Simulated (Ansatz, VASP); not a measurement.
# Ca in VASP and in Ansatz

```
Ca
1.0
     3.90706    0.00000    0.00000
     0.00000    3.90706    0.00000
     0.00000    0.00000   25.52540
Ca
3
Direct
  0.00000 0.00000 0.39177
  0.50000 0.50000 0.50000
  0.00000 0.00000 0.60823
```

Alike in both runs: task single point; functional PBE; k mesh 9 × 9 × 1; occupations fermi-dirac, width 0.08 eV; no spin polarisation.

|  | VASP | Ansatz |
| --- | --- | --- |
| version | VASP 6.6.1 | Ansatz 0.2.0 |
| potentials or method | VASP PAW PBE potentials, release 64 (Ca_sv) | PAW with Ansatz's default frozen-core files, scalar-relativistic |
| plane-wave cutoff (eV) | 520 | 420 |
| valence electrons in the cell | 30 | 30 |

VASP gave:

```
rms of the force components (eV/Å) : 0.036
```

Question: What did Ansatz give for the same quantities?

Answer: rms of the force components (eV/Å): 0.037.

Atom by atom the forces differ by 0.002 eV/Å (rms over components). With one functional, cell and mesh, what is left measures potentials, basis and numerics.
